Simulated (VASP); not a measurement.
Wanted: the native input for a VASP 6.6.1 run.

```
Task                   : relaxation of cell and atoms
Functional             : PBE
Potentials or basis    : VASP PAW PBE potentials, release 64 (Ta_pv, H)
Cutoff                 : 600 eV
k mesh                 : 5 × 5 × 5
Occupations            : gaussian, width 0.15 eV
Spin                   : no spin polarisation
Dipole correction      : no
Further INCAR settings : ALGO = Normal; EDIFF = 1e-06; IBRION = 2; EDIFFG = -0.08; NSW = 36; ISIF = 3
```

The structure of TaH4 lies in POSCAR:

```
TaH4
1.0
   -3.0364844300      3.0364844300      1.2951678700
    3.0364844300     -3.0364844300      1.2951678700
    3.0364844300      3.0364844300     -1.2951678700
Ta H
1 4
Direct
    0.5000000000      0.5000000000      0.0000000000
    0.1000000000      0.7000000000      0.8000000000
    0.7000000000      0.9000000000      0.6000000000
    0.3000000000      0.1000000000      0.4000000000
    0.9000000000      0.3000000000      0.2000000000
```

These files were run (other wordings do the same):

INCAR

```
  ALGO = Normal
  EDIFF = 1E-6
  EDIFFG = -0.08
  ENCUT = 600
  GGA = PE
  IBRION = 2
  ISIF = 3
  ISMEAR = 0
  LASPH = True
  LCHARG = False
  LREAL = False
  LWAVE = False
  NELM = 60
  NSW = 36
  PREC = Accurate
  SIGMA = 0.15
```

KPOINTS

```
k-points
0
Gamma
  5 5 5
```

Potentials or basis: VASP PAW PBE potentials, release 64 (Ta_pv, H).

Launch:

```bash
$ cat potpaw_PBE.64/Ta_pv/POTCAR potpaw_PBE.64/H/POTCAR > POTCAR
$ mpirun -np 1 vasp_std > vasp.out
```

Results of the run:

```yaml
Relaxed_volume: 5.99 Å³/atom
Relaxed_cell: a = 3.532 Å, b = 3.532 Å, c = 3.532 Å, α = 99.56°, β = 99.56°, γ = 131.90°
Space_group_after_relaxing_to_0.1_Å: I4/m (No. 87)
Energy_gained_by_relaxing: 626.8 meV/atom
Ionic_steps: 14
Pressure_after_relaxing: -0.5 GPa
Largest_force_after_relaxing: 0.037 eV/Å
Band_gap_on_the_k_mesh: zero (an odd number of electrons rules out a gap without spin polarisation)
```

Caveat: the k points lie up to 0.52 Å⁻¹ apart in the final cell, too coarse for converged energies and pressures of a metal; the volume moved by over 15 % at a fixed basis, so the end points are rough; spin-orbit coupling is left out, which moves the levels of the heavy elements; an odd number of electrons without spin polarisation forces a metal; a magnetic or distorted state may lie lower; the relaxation stopped at a loose force limit of 0.08 eV/Å, so its end isn't a converged minimum.

It took 72 s on 1 thread of Intel(R) Xeon(R) 6975P-C (Granite Rapids), with other jobs on the host, peak memory 0.23 GiB.
